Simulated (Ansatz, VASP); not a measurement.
PbS: VASP beside Ansatz

```
Pb S
1.0
     2.09373   -6.03098    0.00000
     2.09373    6.03098    0.00000
     0.00000    0.00000    4.30766
Pb S
2 2
Direct
  0.13056 0.86944 0.25000
  0.86944 0.13056 0.75000
  0.35480 0.64520 0.25000
  0.64520 0.35480 0.75000
```

Alike in both runs: task single point; functional PBE; k mesh 7 × 7 × 6; occupations fermi-dirac, width 0.05 eV; no spin polarisation.

```csv
,VASP,Ansatz
version,VASP 6.6.1,Ansatz 0.2.0
potentials or method,"VASP PAW PBE potentials, release 64 (Pb_d, S)",JTH PAW
plane-wave cutoff (eV),520,1800
valence electrons in the cell,40,40
```

|  | VASP | Ansatz | Ansatz less VASP |
| --- | --- | --- | --- |
| gap on the k mesh at the Fermi level (eV) | 1.29 | 1.29 | 0.000 |
| least direct gap on the mesh (eV) | 1.43 | 1.42 | -0.008 |
| pressure (GPa) | 0.0 | 0.1 | +0.13 |
| traceless stress, the component that is largest in VASP (GPa) | 0.30 | 0.32 | +0.025 |
| rms of the force components (eV/Å) | 0.023 | 0.020 | -0.0030 |

Atom by atom the forces differ by 0.007 eV/Å (rms over components).

Spin-orbit coupling is off throughout. Noted on Ansatz's run: odd divisions of the mesh miss points on the zone boundary, where band edges often lie, so the gap on the mesh can be too wide.
